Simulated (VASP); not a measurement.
# Pd (P6/mmm) in VASP: notebook, part 2 of 2

VASP 6.6.1. The steps go on from the part before.

## 4. Single point, PBEsol (14.30 Å³/atom)

This run uses another cell than the first one, of 14.30 Å³/atom.

File INCAR:

```
SYSTEM = Pd
PREC     = Accurate       ! precision mode
ENCUT    = 520            ! plane-wave cutoff, eV
EDIFF    = 1E-6           ! SCF threshold, eV
ISMEAR   = -1             ! smearing method
SIGMA    = 0.1            ! smearing width, eV
LREAL    = .FALSE.        ! projectors in reciprocal space
LASPH    = .TRUE.         ! aspherical terms in the spheres
NELM     = 80             ! most SCF steps
ALGO     = Normal         ! electronic algorithm
ISIF     = 2              ! what is computed and relaxed
LWAVE    = .FALSE.        ! write WAVECAR
LCHARG   = .TRUE.         ! write CHGCAR
GGA      = PS             ! functional
LELF     = .TRUE.         ! ELF
LVHAR    = .TRUE.       
NBANDS   = 22             ! bands
```

File KPOINTS:

```
Automatic mesh
0
G
  9 9 13
  0 0 0
```

File POSCAR:

```
Pd
1.0
    4.3658517543      0.0000000000      0.0000000000
   -2.1829258772      3.7809385283      0.0000000000
    0.0000000000      0.0000000000      2.5981407509
Pd
3
Direct
    0.0000000000      0.0000000000      0.0000000000
    0.3333333333      0.6666666667      0.5000000000
    0.6666666667      0.3333333333      0.5000000000
```

Potentials or basis: VASP PAW PBE potentials, release 64 (Pd).

Run with:

```sh
> cat potpaw_PBE.64/Pd/POTCAR > POTCAR
> mpirun -np 1 vasp_std > vasp.out
```

OUTCAR:

```text
SYSTEM = Pd
   PREC = Accurate
   ENCUT = 520
   EDIFF = 1E-6
   ISMEAR = -1
   LREAL = .FALSE.
   LASPH = .TRUE.
   NELM = 80
   ISIF = 2
   GGA = PS

 ion  position               nearest neighbor table
   1  0.000  0.000  0.000-   2 2.84   3 2.84   2 2.84   3 2.84   2 2.84   2 2.84   3 2.84   3 2.84
                             3 2.84   3 2.84   2 2.84   2 2.84
   2  0.333  0.667  0.500-   3 2.52   3 2.52   3 2.52   1 2.84   1 2.84   1 2.84   1 2.84   1 2.84
                             1 2.84
   3  0.667  0.333  0.500-   2 2.52   2 2.52   2 2.52   1 2.84   1 2.84   1 2.84   1 2.84   1 2.84
                             1 2.84

  LATTYP: Found a hexagonal cell.
 ALAT       =     4.3658517543
 C/A-ratio  =     0.5951051243

  Lattice vectors:

 A1 = (   4.3658517543,   0.0000000000,   0.0000000000)
 A2 = (  -2.1829258772,   3.7809385283,   0.0000000000)
 A3 = (   0.0000000000,   0.0000000000,   2.5981407509)

Analysis of symmetry for initial positions (statically):
=====================================================================
 Subroutine PRICEL returns:
 Original cell was already a primitive cell.

 Routine SETGRP: Setting up the symmetry group for a
 hexagonal supercell.
[... 167 lines left out ...]

 E-fermi :  10.1937     XC(G=0): -13.5619

 val. band max:       10.1914724555   @ k =   0.3333   0.1111   0.4615
 cond. band min:      10.1940487457   @ k =   0.3333   0.1111   0.1538
 fundamental gap:      0.0025762902
 Fermi energy:        10.1937496125

 k-point     1 :       0.0000    0.0000    0.0000
  band No.  band energies     occupation
      1       2.6873      2.00000
      2       4.6411      2.00000
      3       6.2947      2.00000
      4       6.6866      2.00000
      5       6.6866      2.00000
      6       6.7048      2.00000
[... 589 lines left out ...]
     21      22.6764      0.00000
     22      27.2168      0.00000

 [... further k-points ...]

------------------------ aborting loop because EDIFF is reached ----------------------------------------

  FORCE on cell =-STRESS in cart. coord.  units (eV):
  Direction    XX          YY          ZZ          XY          YZ          ZX
  --------------------------------------------------------------------------------------
  -------------------------------------------------------------------------------------
  Total        2.2272473      2.2272473      2.3438164     -0.0000000      0.0000000      0.0000000
  in kB       83.2046768     83.2046768     87.5594239     -0.0000000      0.0000000      0.0000000
  external PRESSURE =      84.6562591 kB  Pullay stress =       0.0000000 kB

 VOLUME and BASIS-vectors are now :
 -----------------------------------------------------------------------------
  energy-cutoff  :      520.00
  volume of cell :       42.89
      direct lattice vectors                 reciprocal lattice vectors
     4.365851754  0.000000000  0.000000000     0.229050379  0.132242298  0.000000000
    -2.182925877  3.780938528  0.000000000     0.000000000  0.264484596  0.000000000
     0.000000000  0.000000000  2.598140751     0.000000000  0.000000000  0.384890618

 POSITION                                       TOTAL-FORCE (eV/Angst)
 -----------------------------------------------------------------------------------
      0.00000      0.00000      0.00000         0.000000      0.000000      0.000000
     -0.00000      2.52063      1.29907        -0.000000      0.000000      0.000000
      2.18293      1.26031      1.29907         0.000000      0.000000     -0.000000
 -----------------------------------------------------------------------------------
    total drift:                               -0.000000      0.000000      0.000000

  FREE ENERGIE OF THE ION-ELECTRON SYSTEM (eV)
  ---------------------------------------------------
  free  energy   TOTEN  =       -17.5592242321 eV

  energy  without entropy=      -17.3860822745  energy(sigma->0) =      -17.47265325
```

It took 24 s on 1 thread of Intel Xeon 6975P-C (Granite Rapids), shared host; peak memory 0.19 GiB.

Results:

```yaml
Free_energy: -17.5592 eV
Pressure: 8.5 GPa
Band_gap_on_the_k_mesh: zero (bands 15 and 16 overlap by 0.96 eV)
```

Stress tensor (GPa, compression positive):
```
8.32 0.00 0.00
0.00 8.32 0.00
0.00 0.00 8.76
```

Levels at points of the mesh, in eV from the Fermi level:
```csv
k point,band 13,band 14,band 15,band 16,band 17,band 18
"(0.00, 0.00, 0.00)",-1.59,-1.59,0.16,0.16,7.68,7.68
```

Caveat: the cell stands under pressure; the PAW data sets were made with another functional, which shifts forces and pressure a little.

## 5. Summary

```csv
cell,gap on the mesh (eV),pressure (GPa)
"a = 4.241, b = 4.241, c = 2.524 Å, angles 90.0, 90.0, 120.0°, 3 atoms",none,34.3
"a = 4.304, b = 4.304, c = 2.562 Å, angles 90.0, 90.0, 120.0°, 3 atoms",none,19.8
"a = 4.366, b = 4.366, c = 2.598 Å, angles 90.0, 90.0, 120.0°, 3 atoms",none,8.5
```

Alike in all rows: task single point; level PBEsol; potentials or basis VASP PAW PBE potentials, release 64 (Pd); no spin polarisation; k mesh 9 × 9 × 13; cutoff (eV) 520; smearing fermi-dirac 0.1 eV.

Caveats: the cell stands under pressure; the PAW data sets were made with another functional, which shifts forces and pressure a little.

Absolute energies hang on the potentials; compare differences alone.
